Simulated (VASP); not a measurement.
Runs of VASP 6.6.1 on Ca. Symmetry: Fm-3m, No. 225, cubic system. The conventional cell has a = 5.588 Å, b = 5.588 Å, c = 5.588 Å, α = 90.00°, β = 90.00°, γ = 90.00°. Within 5.2 Å of Ca (site symmetry m-3m) lie 12 Ca at 3.95 Å. 

| task | level | potentials or basis | cutoff (eV) | smearing | gap on the mesh (eV) | pressure (GPa) |
| --- | --- | --- | --- | --- | --- | --- |
| electric field gradients | r2SCAN | VASP PAW PBE potentials, release 64 (Ca_sv) | 520 | fermi-dirac 0.05 eV | none | -0.2 |
| electric field gradients | LDA | VASP PAW LDA potentials, release 64 (Ca_sv) | 400 | fermi-dirac 0.05 eV | none | -2.1 |
| single point | LDA | VASP PAW LDA potentials, release 64 (Ca_sv) | 500 | fermi-dirac 0.05 eV | none | -2.1 |
| single point | PBEsol | VASP PAW PBE potentials, release 64 (Ca_sv) | 520 | fermi-dirac 0.05 eV | none | -1.2 |
| single point | PBEsol | VASP PAW PBE potentials, release 64 (Ca_sv) | 520 | gaussian 0.01 eV | none | -1.2 |
| single point | r2SCAN | VASP PAW PBE potentials, release 64 (Ca_sv) | 550 | fermi-dirac 0.05 eV | none | (a) |
| single point | PBE | VASP PAW PBE potentials, release 64 (Ca_sv) | 520 | fermi-dirac 0.05 eV | none | -0.5 |

Alike in all rows: no spin polarisation; cell as given; k mesh 11 × 11 × 11.

**Question.** Estimate the missing entries.

**Answer.** (a) -0.1.

Caveats: the PAW data sets were made with another functional, which shifts forces and pressure a little (at least some runs).

A gap of «none» marks levels without a gap at the run's occupations.
